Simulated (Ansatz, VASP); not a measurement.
Pd in VASP and in Ansatz

File INCAR:

```
SYSTEM = Pd
ALGO = Normal
EDIFF = 1E-6
ENCUT = 520
GGA = CA
ISIF = 2
ISMEAR = -1
LASPH = .TRUE.
LCHARG = .FALSE.
LREAL = .FALSE.
LWAVE = .FALSE.
NBANDS = 28
NELM = 100
PREC = Accurate
SIGMA = 0.1
```

The input KPOINTS:

```
k-points
0
G
  15 15 4
  0 0 0
```

File POSCAR:

```
Pd
1.0
    2.8137017134      0.0000000000      0.0000000000
   -1.4068508567      2.4367371624      0.0000000000
    0.0000000000      0.0000000000      9.2784211224
Pd
4
Direct
    1.0000000000      1.0000000000      0.0000000000
    1.0000000000      0.0000000000      0.5000000000
    0.3333333333      0.6666666667      0.2500000000
    0.6666666667      0.3333333333      0.7500000000
```

Input for Ansatz:

```yaml
crystal:
  lattice:
    - [2.8137017134, 0.0, 0.0]
    - [-1.4068508567, 2.4367371624, 0.0]
    - [0.0, 0.0, 9.2784211224]
  atoms:
    - { symbol: Pd, position: [1.0, 1.0, 0.0] }
    - { symbol: Pd, position: [1.0, 0.0, 0.5] }
    - { symbol: Pd, position: [0.3333333333, 0.6666666667, 0.25] }
    - { symbol: Pd, position: [0.6666666667, 0.3333333333, 0.75] }
hamiltonian:
  xc: lda
  pseudopotentials:
    kind: paw
    azcp:
      Pd: "pseudopotentials/Pd.paw.azcp"
basis:
  ecutwfc: 420
  fft_grid_basis: typed
kpoints:
  mp_grid: { grid: [15, 15, 4], shift: [0, 0, 0] }
magnetization:
  spin_polarized: false
scf:
  occupations: { method: fermi_dirac, width: 0.1 }
  lower_state_search: "off"
output:
  stress: true
```

Alike in both runs: task single point; functional LDA; k mesh 15 × 15 × 4; occupations fermi-dirac, width 0.1 eV; no spin polarisation.

|  | VASP | Ansatz |
| --- | --- | --- |
| version | VASP 6.6.1 | Ansatz 0.2.0 |
| potentials or method | VASP PAW LDA potentials, release 64 (Pd), cutoff 520 eV | plane waves (420 eV) with PAW, scalar-relativistic |
| valence electrons in the cell | 40 | 72 |

Ansatz gave:

| Quantity | Value |
| --- | --- |
| pressure (GPa) | -18.7 |

**Question.** Estimate VASP's values.

**Answer.** Pressure (GPa): -18.5.

Ansatz warns that its potentials were made for another functional, while VASP's fit it. LDA's correlation is that of Perdew and Zunger in VASP and of Perdew and Wang (1992) in Ansatz. VASP's potentials hold 40 valence electrons a cell and Ansatz's 72, so a difference there can come from the potentials and not from the codes.
